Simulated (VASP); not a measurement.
Here is a VASP 6.6.1 calculation.

File POSCAR:

```
SiC
1.0
    3.0753562516      0.0000000000      0.0000000000
   -1.5376781258      2.6633366395      0.0000000000
    0.0000000000      0.0000000000      5.0481081077
Si C
2 2
Direct
    0.3333333333      0.6666666667     -0.0004084095
    0.6666666667      0.3333333333      0.4995915905
    0.3333333333      0.6666666667      0.3754084095
    0.6666666667      0.3333333333      0.8754084095
```

Contents of INCAR.step1:

```
PREC = Accurate ; ENCUT = 520
ISMEAR = 0 ; SIGMA = 0.01
LREAL = F ; LASPH = T
NELM = 100 ; NBANDS = 16
GGA = PE ; ALGO = Normal
EDIFF = 1E-4 ; LWAVE = T
LCHARG = F
```

File INCAR.step2:

```
PREC = Accurate ; ENCUT = 520
EDIFF = 1E-6 ; ISMEAR = 0
SIGMA = 0.01 ; LREAL = F
LASPH = T ; NELM = 100
ALGO = Normal ; ISIF = 2
LWAVE = F ; LCHARG = T
METAGGA = R2SCAN ; LMIXTAU = T
LELF = T ; LVHAR = T
NBANDS = 16 ; ISTART = 1
```

File KPOINTS:

```
Automatic mesh
0
Gamma
  9 9 4
```

Potentials or basis: VASP PAW PBE potentials, release 64 (Si, C).

Run with:

```sh
$ cat potpaw_PBE.64/Si/POTCAR potpaw_PBE.64/C/POTCAR > POTCAR
$ cp INCAR.step1 INCAR
$ mpirun -np 1 vasp_std > vasp.out
$ cp INCAR.step2 INCAR
$ mpirun -np 1 vasp_std > vasp.out
```

Q: Predict the pressure.

A: -0.2 GPa.

Q: Predict the band gap on the k mesh.

A: 2.66 eV, indirect (least direct gap 4.52 eV).

Caveat: the PAW data sets were made with another functional, which shifts forces and pressure a little. A k mesh can miss the band edges.
